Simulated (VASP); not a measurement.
A run of VASP 6.6.1:

Contents of INCAR:

```
SYSTEM = PbO2
  AGGAC = 1.0
  AGGAX = 1.0
  ALDAC = 0.0
  ALDAX = 1.0
  ALGO = Normal
  EDIFF = 1E-6
  ENCUT = 600
  GGA = B5
  GGA_COMPAT = .False.
  ISIF = 2
  ISMEAR = 1
  LASPH = .True.
  LCHARG = .False.
  LREAL = .False.
  LWAVE = .False.
  NBANDS = 20
  NELM = 120
  PREC = Accurate
  SIGMA = 0.27211386245988
```

KPOINTS

```
k-points
0
Gamma
  2 2 2
  0 0 0
```

POSCAR

```
PbO2
1.0
    0.0000000000      2.7019920000      2.7019920000
    2.7019920000      0.0000000000      2.7019920000
    2.7019920000      2.7019920000      0.0000000000
Pb O
1 2
Direct
    0.0000000000      0.0000000000      0.0000000000
    0.2500000000      0.2500000000      0.2500000000
    0.7500000000      0.7500000000      0.7500000000
```

Potentials or basis: VASP PAW PBE potentials, release 64 (Pb_d, O).

The run is started by

```console
$ cat potpaw_PBE.64/Pb_d/POTCAR potpaw_PBE.64/O/POTCAR > POTCAR
$ mpirun -np 1 vasp_std > vasp.out
```

Hardware: 1 thread of Intel Xeon 8259CL, on a shared host.

Task: How long does it take, and how much memory?

Result: Wall time 25 s on 1 thread of Intel Xeon 8259CL (shared host), peak memory 0.17 GiB. Counts: scf iterations 14, k points 3.
